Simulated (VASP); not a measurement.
# Te (Fd-3m) in VASP: further runs

Te is run at these levels: PBE+D3(BJ); tasks: single point.

Program: VASP 6.6.1. These are calculated values, not measurements. Logs are shortened: lines on timing, memory, paths and dates and some standing lists are left out, and cuts for length are marked.

**1. The cell of the first run**

It takes space group Fd-3m (No. 227, cubic). Conventional cell: a = 6.470 Å, b = 6.470 Å, c = 6.470 Å, α = 90.00°, β = 90.00°, γ = 90.00°. Within 3.7 Å of Te (site symmetry -43m) lie 4 Te at 2.80 Å.

This isn't the form of Te at room conditions, which is trigonal, of chains.

**2. Single point, PBE+D3(BJ)**

The input, INCAR:

```
PREC = Accurate ; ENCUT = 500
EDIFF = 1E-6 ; ISMEAR = -1
SIGMA = 0.05 ; LREAL = F
LASPH = T ; NELM = 120
ALGO = Normal ; ISIF = 2
LWAVE = F ; LCHARG = F
GGA = PE ; IVDW = 12
NBANDS = 13 ; GGA_COMPAT = F
```

The input, KPOINTS:

```
regular mesh
0
Gamma
  11 11 11
```

The input, POSCAR:

```
Te
1.0
    0.0000000000      3.2350000000      3.2350000000
    3.2350000000      0.0000000000      3.2350000000
    3.2350000000      3.2350000000      0.0000000000
Te
2
Direct
    1.0000000000      1.0000000000      1.0000000000
    0.2500000000      0.2500000000      0.2500000000
```

Potentials or basis: VASP PAW PBE potentials, release 64 (Te).

The run is started by

```
cat potpaw_PBE.64/Te/POTCAR > POTCAR
mpirun -np 1 vasp_std > vasp.out
```

OUTCAR:

```text
PREC = Accurate
   ENCUT = 500
   EDIFF = 1E-6
   ISMEAR = -1
   LREAL = F
   LASPH = T
   NELM = 120
   ISIF = 2
   GGA = PE
   IVDW = 12
 IVDW          = 12

 ion  position               nearest neighbor table
   1  0.000  0.000  0.000-   2 2.80   2 2.80   2 2.80   2 2.80
   2  0.250  0.250  0.250-   1 2.80   1 2.80   1 2.80   1 2.80

  LATTYP: Found a face centered cubic cell.
 ALAT       =     6.4700000000

  Lattice vectors:

 A1 = (   0.0000000000,   3.2350000000,   3.2350000000)
 A2 = (   3.2350000000,   0.0000000000,   3.2350000000)
 A3 = (   3.2350000000,   3.2350000000,   0.0000000000)

Analysis of symmetry for initial positions (statically):
=====================================================================
 Subroutine PRICEL returns:
 Original cell was already a primitive cell.

 Routine SETGRP: Setting up the symmetry group for a
 face centered cubic supercell.

 Subroutine GETGRP returns: Found 48 space group operations
 (whereof 24 operations were pure point group operations)
 out of a pool of 48 trial point group operations.

The static configuration has the point symmetry T_d .
 The point group associated with its full space group is O_h .

Analysis of symmetry for dynamics (positions and initial velocities):
=====================================================================
 Subroutine PRICEL returns:
 Original cell was already a primitive cell.

 Routine SETGRP: Setting up the symmetry group for a
 face centered cubic supercell.

 Subroutine GETGRP returns: Found 48 space group operations
 (whereof 24 operations were pure point group operations)
 out of a pool of 48 trial point group operations.

The dynamic configuration has the point symmetry T_d .
 The point group associated with its full space group is O_h .

 Subroutine INISYM returns: Found 48 space group operations
 (whereof 24 operations are pure point group operations),
 and found     1 'primitive' translations

----------------------------------------------------------------------------------------

                                     Primitive cell

  volume of cell :      67.7100

  direct lattice vectors                    reciprocal lattice vectors
     0.000000000  3.235000000  3.235000000    -0.154559505  0.154559505  0.154559505
     3.235000000  0.000000000  3.235000000     0.154559505 -0.154559505  0.154559505
     3.235000000  3.235000000  0.000000000     0.154559505  0.154559505 -0.154559505

  length of vectors
     4.574980874  4.574980874  4.574980874     0.267704916  0.267704916  0.267704916

  position of ions in fractional coordinates (direct lattice)
     0.000000000  0.000000000  0.000000000
     0.250000000  0.250000000  0.250000000

  ion indices of the primitive-cell ions
   primitive index   ion index
                 1           1
                 2           2

----------------------------------------------------------------------------------------

 KPOINTS: regular mesh

Automatic generation of k-mesh.
 Grid dimensions read from file:
 generate k-points for:   11   11   11

 Generating k-lattice:

  Cartesian coordinates                     Fractional coordinates (reciprocal lattice)
    -0.014050864  0.014050864  0.014050864     0.090909091  0.000000000  0.000000000
     0.014050864 -0.014050864  0.014050864     0.000000000  0.090909091  0.000000000
     0.014050864  0.014050864 -0.014050864     0.000000000  0.000000000  0.090909091

  Length of vectors
     0.024336811  0.024336811  0.024336811

  Shift w.r.t. Gamma in fractional coordinates (k-lattice)
     0.000000000  0.000000000  0.000000000

 Subroutine IBZKPT returns following result:
 ===========================================

 Found     56 irreducible k-points:

 Following reciprocal coordinates:
            Coordinates               Weight
  0.000000  0.000000  0.000000      1.000000
  0.090909  0.000000  0.000000      8.000000
  0.181818  0.000000  0.000000      8.000000
  0.272727  0.000000  0.000000      8.000000
  0.363636  0.000000  0.000000      8.000000
  0.454545  0.000000  0.000000      8.000000
[... 16 lines left out ...]
 -0.272727  0.181818  0.000000     24.000000
 -0.181818  0.181818  0.000000     12.000000
 [... further k-points ...]
   k-points           NKPTS =     56   k-points in BZ     NKDIM =     56   number of bands    NBANDS=     13
   number of dos      NEDOS =    301   number of ions     NIONS =      2
   total plane-waves  NPLWV =  46656
   dimension x,y,z NGX =    36 NGY =   36 NGZ =   36
   dimension x,y,z NGXF=    72 NGYF=   72 NGZF=   72
   ions per type =               2
   NGX,Y,Z   is equivalent  to a cutoff of  13.08, 13.08, 13.08 a.u.
   NGXF,Y,Z  is equivalent  to a cutoff of  26.16, 26.16, 26.16 a.u.
 SYSTEM =  unknown system
   PREC   = accura    normal or accurate (medium, high low for compatibility)
   ISTART =      0    job   : 0-new  1-cont  2-samecut
   ICHARG =      2    charge: 1-file 2-atom 10-const
   ISPIN  =      1    spin polarized calculation?
   LNONCOLLINEAR =      F non collinear calculations
   LSORBIT =      F    spin-orbit coupling
   LASPH  =      T    aspherical Exc in radial PAW
   ENCUT  =  500.0 eV  36.75 Ry    6.06 a.u.   8.34  8.34  8.34*2*pi/ulx,y,z
   NELM   =    120;   NELMIN=  2; NELMDL= -5     # of ELM steps
   EDIFF  = 0.1E-05   stopping-criterion for ELM
   LREAL  =      F    real-space projection
   EDIFFG = 0.1E-04   stopping-criterion for IOM
   NSW    =      0    number of steps for IOM
   IBRION =     -1    ionic relax: 0-MD 1-quasi-New 2-CG
   NFREE  =      0    steps in history (QN), initial steepest desc. (CG)
   ISIF   =      2    stress and relaxation
   ISYM   =      2    0-nonsym 1-usesym 2-fastsym
   POTIM  = 0.5000    time-step for ionic-motion
   TEBEG  =    0.0;   TEEND  =   0.0 temperature during run
   PSTRESS=    0.0 pullay stress
   NELECT =      12.0000    total number of electrons
   NUPDOWN=      -1.0000    fix difference up-down
   EMIN   =  10.00;   EMAX   =-10.00  energy-range for DOS
   EFERMI =   0.00;   METHOD = LEGACY
   ISMEAR =    -1;   SIGMA  =   0.05  broadening in eV -4-tet -1-fermi 0-gaus
   EFERMI_NEDOS =   21; number of points for ismear=-14 and -15
   IALGO  =     38    algorithm
   IMIX   =      4    mixing-type and parameters
     AMIX     =   0.40;   BMIX     =  1.00
     AMIX_MAG =   1.60;   BMIX_MAG =  1.00
  volume/ion in A,a.u.               =      33.86       228.46
  Fermi-wavevector in a.u.,A,eV,Ry     =   0.919569  1.737733 11.505182  0.845607
  Thomas-Fermi vector in A             =   2.044777
   LORBIT       =      0    0 simple, 1 ext, 2 COOP (PROOUT), +10 PAW based schemes
   GGA     = PE    functional components
   LHFCALC =     F    Hartree Fock is set to
   AEXX    =    0.0000 exact exchange contribution
   IVDW    =    12    specifies the selected vdW correction
   LEPSILON=     F    determine dielectric tensor
   LRPA    =     F    only Hartree local field effects (RPA)
 non-spin polarized calculation
  energy-cutoff  :      500.00
  volume of cell :       67.71
 maximum number of plane-waves:      1759
 NGX is ok and might be reduce to    36
   NGX = 17   NGY = 17   NGZ = 17

 number of electron      12.0000000 magnetization

 Free energy of the ion-electron system (eV)
  ---------------------------------------------------
  ext. energy  EPLUGINS =         0.00000000
  ---------------------------------------------------
  free energy    TOTEN  =        -4.48688347 eV

  energy without entropy =       -4.46998594  energy(sigma->0) =       -4.47843470

 E-fermi :   6.5434     XC(G=0):  -8.8838

 val. band max:        6.5389380052   @ k =  -0.3636   0.2727   0.0909
 cond. band min:       6.5442179710   @ k =   0.2727   0.1818   0.0909
 fundamental gap:      0.0052799659
 Fermi energy:         6.5434356070

 k-point     1 :       0.0000    0.0000    0.0000
  band No.  band energies     occupation
      1      -8.4648      2.00000
      2      -1.0642      2.00000
      3       2.6016      2.00000
      4       2.6016      2.00000
      5       2.6016      2.00000
      6       5.4201      2.00000
      7       5.4201      2.00000
      8       5.4201      2.00000
      9       9.9368      0.00000
     10      12.2175      0.00000
     11      12.2175      0.00000
     12      13.8034      0.00000
     13      13.8034      0.00000

 k-point     2 :       0.0909    0.0000    0.0000
  band No.  band energies     occupation
      1      -8.3982      2.00000
      2      -1.3917      2.00000
      3       2.5030      2.00000
      4       2.5030      2.00000
      5       2.6851      2.00000
      6       5.5672      2.00000
      7       5.5672      2.00000
      8       5.5989      2.00000
      9      10.2359      0.00000
     10      11.9364      0.00000
     11      11.9364      0.00000
     12      13.5641      0.00000
     13      14.3437      0.00000

 k-point     3 :       0.1818    0.0000    0.0000
  band No.  band energies     occupation
      1      -8.2038      2.00000
      2      -2.1524      2.00000
      3       2.2771      2.00000
      4       2.2771      2.00000
      5       2.7304      2.00000
      6       5.9121      1.99999
      7       5.9121      1.99999
      8       6.2105      1.99744
      9      10.9225      0.00000
     10      11.6132      0.00000
     11      11.6132      0.00000
     12      13.2606      0.00000
     13      15.4598      0.00000

 k-point     4 :       0.2727    0.0000    0.0000
  band No.  band energies     occupation
      1      -7.9018      2.00000
      2      -3.0327      2.00000
      3       2.0362      2.00000
      4       2.0362      2.00000
      5       2.6296      2.00000
      6       6.2744      1.99083
      7       6.2744      1.99083
      8       7.2123      0.00000
      9      11.3734      0.00000
     10      11.6156      0.00000
     11      11.6156      0.00000
     12      13.5094      0.00000
     13      16.7104      0.00000

 k-point     5 :       0.3636    0.0000    0.0000
  band No.  band energies     occupation
      1      -7.5451      2.00000
      2      -3.8281      2.00000
      3       1.8497      2.00000
      4       1.8497      2.00000
      5       2.4927      2.00000
      6       6.5258      1.17491
      7       6.5258      1.17491
      8       8.3898      0.00000
      9      11.4092      0.00000
     10      12.0384      0.00000
     11      12.0384      0.00000
     12      13.6436      0.00000
     13      15.7864      0.00000
[... 257 lines left out ...]
 k-point    22 :      -0.3636    0.1818    0.0000
  band No.  band energies     occupation
      1      -7.0986      2.00000
      2      -4.5093      2.00000
      3       0.6031      2.00000
      4       1.6031      2.00000
      5       3.7957      2.00000
      6       6.7498      0.03175
      7       7.0961      0.00003
      8       8.4420      0.00000
      9      11.2357      0.00000
     10      11.6856      0.00000
     11      13.0241      0.00000
     12      14.0537      0.00000
     13      15.9065      0.00000

 k-point    23 :      -0.2727    0.1818    0.0000
  band No.  band energies     occupation
      1      -7.4410      2.00000
      2      -3.9383      2.00000
      3       0.7618      2.00000
      4       1.8366      2.00000
      5       3.7321      2.00000
      6       6.6853      0.11065
      7       6.6985      0.08617
      8       7.7556      0.00000
      9      11.1227      0.00000
     10      11.8579      0.00000
     11      12.7358      0.00000
     12      14.2372      0.00000
     13      15.3903      0.00000

 k-point    24 :      -0.1818    0.1818    0.0000
  band No.  band energies     occupation
      1      -7.7900      2.00000
      2      -3.2432      2.00000
      3       1.1256      2.00000
      4       2.0912      2.00000
      5       3.5373      2.00000
      6       6.2599      1.99313
      7       6.2925      1.98685
      8       7.3197      0.00000
      9      10.9633      0.00000
     10      11.9325      0.00000
     11      12.0537      0.00000
     12      14.4335      0.00000
     13      15.5281      0.00000

 [... further k-points ...]

------------------------ aborting loop because EDIFF is reached ----------------------------------------

 Edisp (eV)   -0.84412

 E8    (eV) :    -0.3838

  FORCE on cell =-STRESS in cart. coord.  units (eV):
  Direction    XX          YY          ZZ          XY          YZ          ZX
  --------------------------------------------------------------------------------------
  -------------------------------------------------------------------------------------
  Total       5.97642     5.97642     5.97642     0.00000     0.00000     0.00000
  in kB     141.41604   141.41604   141.41604     0.00000     0.00000     0.00000
  external pressure =      141.42 kB  Pullay stress =        0.00 kB

 VOLUME and BASIS-vectors are now :
 -----------------------------------------------------------------------------
  energy-cutoff  :      500.00
  volume of cell :       67.71
      direct lattice vectors                 reciprocal lattice vectors
     0.000000000  3.235000000  3.235000000    -0.154559505  0.154559505  0.154559505
     3.235000000  0.000000000  3.235000000     0.154559505 -0.154559505  0.154559505
     3.235000000  3.235000000  0.000000000     0.154559505  0.154559505 -0.154559505

 POSITION                                       TOTAL-FORCE (eV/Angst)
 -----------------------------------------------------------------------------------
      0.00000      0.00000      0.00000        -0.000000     -0.000000     -0.000000
      1.61750      1.61750      1.61750         0.000000      0.000000      0.000000
 -----------------------------------------------------------------------------------
    total drift:                                0.000000      0.000000     -0.000000

  FREE ENERGIE OF THE ION-ELECTRON SYSTEM (eV)
  ---------------------------------------------------
  free  energy   TOTEN  =        -5.3310010865 eV

  energy  without entropy=       -5.3141035531  energy(sigma->0) =       -5.32255232
```

It took 38 s on 1 thread of Intel Xeon Platinum 8259CL at 2.50GHz (Skylake/Cascade Lake), shared host; peak memory 0.22 GiB.

Results:

```yaml
Free_energy: -5.3310 eV
Pressure: 14.1 GPa
Band_gap_on_the_k_mesh: zero (bands 6 and 7 overlap by 1.64 eV)
Dispersion_energy_per_atom: -0.422 eV
```

Levels at points of the mesh, in eV from the Fermi level:
```csv
k point,band 3,band 4,band 5,band 6,band 7,band 8,band 9,band 10
"(0.00, 0.00, 0.00)",-3.94,-3.94,-3.94,-1.12,-1.12,-1.12,3.39,5.67
```

Caveat: three body term missing; the cell stands under pressure; spin-orbit coupling is left out, which moves the levels of the heavy elements.

**3. Single point, PBE+D3(BJ)**

This run uses another cell than the first one, of 44.41 Å³/atom.

The input, INCAR:

```
SYSTEM = Te
PREC = Accurate
ENCUT = 500
EDIFF = 1E-6
ISMEAR = -1
SIGMA = 0.05
LREAL = .FALSE.
LASPH = .TRUE.
NELM = 120
ALGO = Normal
ISIF = 2
LWAVE = .FALSE.
LCHARG = .FALSE.
GGA = PE
IVDW = 12
NBANDS = 13
GGA_COMPAT = .FALSE.
```

The input, KPOINTS:

```
Automatic mesh
0
G
  11 11 11
  0 0 0
```

The input, POSCAR:

```
Te
1.0
    0.0000000000      3.5413551605      3.5413551605
    3.5413551605      0.0000000000      3.5413551605
    3.5413551605      3.5413551605      0.0000000000
Te
2
Direct
    1.0000000000      1.0000000000      1.0000000000
    0.2500000000      0.2500000000      0.2500000000
```

Potentials or basis: VASP PAW PBE potentials, release 64 (Te).

The run is started by

```
cat potpaw_PBE.64/Te/POTCAR > POTCAR
mpirun -np 1 vasp_std > vasp.out
```

Run time: 50 s. Hardware: 1 thread of Intel Xeon Platinum 8259CL at 2.50GHz (Skylake/Cascade Lake), shared host; peak memory 0.26 GiB.

It converged, with:

* Free energy: -6.0538 eV
* Pressure: -0.1 GPa
* Band gap on the k mesh: zero (bands 6 and 7 overlap by 0.95 eV)
* Dispersion energy per atom: -0.306 eV

Levels at points of the mesh, in eV from the Fermi level:
| k point | band 4 | band 5 | band 6 | band 7 | band 8 | band 9 |
| --- | --- | --- | --- | --- | --- | --- |
| (0.00, 0.00, 0.00) | -3.09 | -3.09 | -0.72 | -0.72 | -0.72 | 3.67 |

Caveat: three body term missing; spin-orbit coupling is left out, which moves the levels of the heavy elements.
